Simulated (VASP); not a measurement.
Crystal: MnSb.

```
CELL_PARAMETERS angstrom
0.00000 2.79502 2.79502
2.79502 0.00000 2.79502
2.79502 2.79502 0.00000
ATOMIC_POSITIONS crystal
Sb 0.50000 0.50000 0.50000
Mn 0.00000 0.00000 0.00000
```

Base run:

| Property | Result |
| --- | --- |
| Program | VASP 6.6.1 |
| Functional | PBE |
| Potentials or basis | VASP PAW PBE potentials, release 64 (Sb, Mn_pv) |
| Cutoff | 520 eV |
| k mesh | 7 × 7 × 7 |
| Occupations | fermi-dirac, width 0.05 eV |
| Spin | collinear spin, ferromagnetic start |
| Starting moments | [0.0, 2.0] μB |
| Fixed moment | 2 μB |

Its results: pressure -9.4 GPa; site moments Sb -0.20; Mn +2.33 μB.

Q: The run is repeated on the same cell with these changes: fixed moment from 2 μB to 4 μB; moments at the start from [0.0, 2.0] to [0.0, 4.0]. What comes out?

A: Pressure 0.7 GPa; site moments Sb -0.07; Mn +3.83 μB.

Caveats: the total moment is fixed, so each spin has its own Fermi level; a cell with one magnetic atom can't hold antiferromagnetic order, which such compounds often take.
